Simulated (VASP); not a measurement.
Input of a VASP 6.6.1 run:

INCAR

```
SYSTEM = InP
PREC = Accurate ; ENCUT = 520
EDIFF = 1E-7 ; ISMEAR = 0
SIGMA = 0.05 ; LREAL = .FALSE.
LASPH = .TRUE. ; NELM = 100
ALGO = Normal ; ISIF = 2
LWAVE = .FALSE. ; LCHARG = .TRUE.
LDIPOL = .TRUE. ; IDIPOL = 3
DIPOL = 0.5 0.5 0.499 ; GGA = PS
LELF = .TRUE. ; LVHAR = .TRUE.
LVACPOTAV = .TRUE. ; NBANDS = 46
```

Contents of KPOINTS:

```
regular mesh
0
G
  7 5 1
  0 0 0
```

File POSCAR:

```
InP
1.0
    4.1565023981      0.0000000000      0.0000000000
    0.0000000000      5.8781820634      0.0000000000
    0.0000000000      0.0000000000     23.2347535971
In P
4 4
Direct
    0.5000000000      0.5000000000      0.3658312951
    0.0000000000      0.0000000000      0.4552770984
    0.5000000000      0.5023590500      0.5485477106
    0.0000000000     -0.0645769269      0.6161922961
    0.0000000000      0.2500000000      0.3658312951
    0.5000000000      0.7500000000      0.4552770984
    0.0000000000      0.2550858028      0.5452717588
    0.5000000000      0.7226614930      0.6434103881
```

Potentials or basis: VASP PAW PBE potentials, release 64 (In_d, P).

Command:

```sh
$ cat potpaw_PBE.64/In_d/POTCAR potpaw_PBE.64/P/POTCAR > POTCAR
$ mpirun -np 1 vasp_std > vasp.out
```

(1) What does it give for the largest force?

(2) What does it give for the band gap on the k mesh?

Answers

(1) 1.567 eV/Å.

(2) 0.74 eV.

Caveat: the PAW data sets were made with another functional, which shifts forces and pressure a little; spin-orbit coupling is left out, which moves the levels of the heavy elements.
